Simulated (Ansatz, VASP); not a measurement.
**HgTe: VASP beside Ansatz**

Contents of INCAR:

```
PREC     = Accurate       # precision mode
ENCUT    = 520            # plane-wave cutoff, eV
EDIFF    = 1E-8           # SCF threshold, eV
ISMEAR   = -1             # smearing method
SIGMA    = 0.05           # smearing width, eV
LREAL    = F              # projectors in reciprocal space
LASPH    = T              # aspherical terms in the spheres
NELM     = 80             # most SCF steps
ALGO     = Normal         # electronic algorithm
ISIF     = 2              # what is computed and relaxed
LWAVE    = F              # write WAVECAR
LCHARG   = F              # write CHGCAR
GGA      = PE             # functional
LEFG     = T            
NBANDS   = 16             # bands
```

KPOINTS

```
regular mesh
0
Gamma
  9 9 9
```

The input POSCAR:

```
HgTe
1.0
    0.0000000000      3.2867219331      3.2867219331
    3.2867219331      0.0000000000      3.2867219331
    3.2867219331      3.2867219331      0.0000000000
Hg Te
1 1
Direct
    0.0000000000      0.0000000000      0.0000000000
    0.7500000000      0.7500000000      0.7500000000
```

Input for Ansatz:

```yaml
crystal:
  lattice:
    - [0.0, 3.2867219331, 3.2867219331]
    - [3.2867219331, 0.0, 3.2867219331]
    - [3.2867219331, 3.2867219331, 0.0]
  atoms:
    - { symbol: Hg, position: [0.0, 0.0, 0.0] }
    - { symbol: Te, position: [0.75, 0.75, 0.75] }
kpoints:
  mp_grid: { grid: [9, 9, 9] }
scf:
  occupations: { method: fermi_dirac, width: 0.05 }
hamiltonian:
  xc: pbe
  pseudopotentials: { kind: paw }
output:
  forces: true
  stress: true
  eigenvalues: true
  efg: { contact_densities: true }
```

Change from the starting cell: volume scaled by 1.06, PAW files.

Alike in both runs: task electric field gradients; functional PBE; k mesh 9 × 9 × 9; occupations fermi-dirac, width 0.05 eV; no spin polarisation.

|  | VASP | Ansatz |
| --- | --- | --- |
| version | VASP 6.6.1 | Ansatz 0.2.0 |
| potentials or method | VASP PAW PBE potentials, release 64 (Hg, Te) | PAW with Ansatz's default frozen-core files, scalar-relativistic |
| plane-wave cutoff (eV) | 520 | 420 |
| valence electrons in the cell | 18 | 36 |

```csv
,VASP,Ansatz,Ansatz less VASP
pressure (GPa),1.4,1.3,-0.06
```

VASP's potentials hold 18 valence electrons a cell and Ansatz's 36, so a difference there can come from the potentials and not from the codes.

Neither program's run includes spin-orbit coupling.
